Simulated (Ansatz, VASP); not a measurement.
One calculation of Hg, two programs

```
Hg
1.0
     3.21775    0.00000    0.00000
    -1.60888    2.78666    0.00000
     0.00000    0.00000    4.76002
Hg
2
Direct
  0.66667 0.33333 0.75000
  0.33333 0.66667 0.25000
```

Alike in both runs: task single point; functional PBEsol; dispersion D3(BJ); k mesh 18 × 18 × 10; occupations gaussian, width 0.15 eV; no spin polarisation.

|  | VASP | Ansatz |
| --- | --- | --- |
| version | VASP 6.6.1 | Ansatz 0.2.0 |
| potentials or method | VASP PAW PBE potentials, release 64 (Hg), cutoff 520 eV | scalar-relativistic, plane waves, PAW |
| valence electrons in the cell | 24 | 40 |

Ansatz gave:

- gap on the k mesh at the Fermi level (eV): none
- pressure (GPa): 1.6
- traceless stress, the component that is largest in VASP (GPa): -0.27

**Question.** Which values does VASP return?

**Answer.** gap on the k mesh at the Fermi level (eV): none; pressure (GPa): 2.2; traceless stress, the component that is largest in VASP (GPa): -0.11.

VASP's potentials were made for PBE, not for PBEsol. A gap of «none» marks a metal or a gap that the smearing closes. VASP's potentials hold 24 valence electrons a cell and Ansatz's 40, so a difference there can come from the potentials and not from the codes.

Neither program's run includes spin-orbit coupling.
